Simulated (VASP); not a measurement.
InP3, 8 atoms in the cell. The structure is trigonal, space group R-3m (No. 166). Conventional cell: a = 7.782 Å, b = 7.782 Å, c = 10.108 Å, α = 90.00°, β = 90.00°, γ = 120.00°. In (site symmetry 3m) has 6 P at 2.75 to 2.97 Å within 3.6 Å. P (site symmetry m) has 2 P at 2.27 Å and 2 In at 2.75 to 2.97 Å within 3.0 Å.  This cell differs from its parent crystal: strain +0.040 along x and y, +0.000 along z.

* Program: VASP 6.6.1
* Task: single point
* Functional: r2SCAN
* Potentials or basis: VASP PAW PBE potentials, release 64 (In_d, P)
* Cutoff: 550 eV
* k mesh: 6 × 6 × 6
* Occupations: gaussian, width 0.15 eV
* Spin: no spin polarisation
* Dipole correction: no
* Further INCAR settings: ALGO = Normal; EDIFF = 1e-06; NBANDS = 38

Potentials or basis: VASP PAW PBE potentials, release 64 (In_d, P).

Command:

```bash
$ cat potpaw_PBE.64/In_d/POTCAR potpaw_PBE.64/P/POTCAR > POTCAR
$ cp INCAR.step1 INCAR
$ mpirun -np 1 vasp_std > vasp.out
$ cp INCAR.step2 INCAR
$ mpirun -np 1 vasp_std > vasp.out
```

Hardware: 1 thread of Intel(R) Xeon(R) 6975P-C (Granite Rapids), on a shared host.

Question: How long does it take, and how much memory?

Answer: Run time: 6.1 min on 1 thread of Intel(R) Xeon(R) 6975P-C (Granite Rapids) (shared host), peak memory 0.47 GiB. Counts: k points 32.
